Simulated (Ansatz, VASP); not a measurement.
# CoO: VASP beside Ansatz

```
Co O
1.0
    -1.52784    1.52784    2.13498
     1.52784   -1.52784    2.13498
     1.52784    1.52784   -2.13498
Co O
1 1
Direct
  0.00000 0.00000 0.00000
  0.50000 0.50000 0.00000
```

Alike in both runs: task single point; functional LDA; k mesh 12 × 12 × 12; occupations fermi-dirac, width 0.05 eV; collinear spin.

|  | VASP | Ansatz |
| --- | --- | --- |
| version | VASP 6.6.1 | Ansatz 0.2.0 |
| potentials or method | VASP PAW LDA potentials, release 64 (Co, O) | Ansatz PAW |
| plane-wave cutoff (eV) | 520 | 420 |
| valence electrons in the cell | 15 | 23 |

|  | VASP | Ansatz | Ansatz less VASP |
| --- | --- | --- | --- |
| gap on the k mesh at the Fermi level (eV) | none | none | - |
| pressure (GPa) | -23.7 | -22.5 | +1.14 |
| traceless stress, the component that is largest in VASP (GPa) | -0.45 | -0.22 | +0.229 |
| net moment per atom (μB) | 1.42 | 1.48 | +0.053 |
| size of the moment on the site where the two differ most (μB) | 0.31 | 0.36 | +0.046 |

LDA's correlation is that of Perdew and Zunger in VASP and of Perdew and Wang (1992) in Ansatz. Site moments also hang on the region over which each program counts them. A gap of «none» marks a metal or a gap that the smearing closes. VASP's potentials hold 15 valence electrons a cell and Ansatz's 23, so a difference there can come from the potentials and not from the codes.
